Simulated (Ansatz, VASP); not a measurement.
AgBr: VASP beside Ansatz

```
Ag Br
1.0
     0.00000    2.88605    2.88605
     2.88605    0.00000    2.88605
     2.88605    2.88605    0.00000
Ag Br
1 1
Direct
  0.50000 0.50000 0.50000
  0.00000 0.00000 0.00000
```

Alike in both runs: task electric field gradients; functional PBEsol; k mesh 7 × 7 × 7; occupations fermi-dirac, width 0.02 eV; no spin polarisation.

|  | VASP | Ansatz |
| --- | --- | --- |
| version | VASP 6.6.1 | Ansatz 0.2.0 |
| potentials or method | VASP PAW PBE potentials, release 64 (Ag, Br) | PAW with Ansatz's default frozen-core files, scalar-relativistic |
| plane-wave cutoff (eV) | 400 | 420 |
| valence electrons in the cell | 18 | 26 |

```tsv
	VASP	Ansatz	Ansatz less VASP
pressure (GPa)	-2.5	-2.3	+0.21
```

VASP's potentials were made for PBE, not for PBEsol. With one functional, cell and mesh, what is left measures potentials, basis and numerics. VASP's potentials hold 18 valence electrons a cell and Ansatz's 26, so a difference there can come from the potentials and not from the codes.
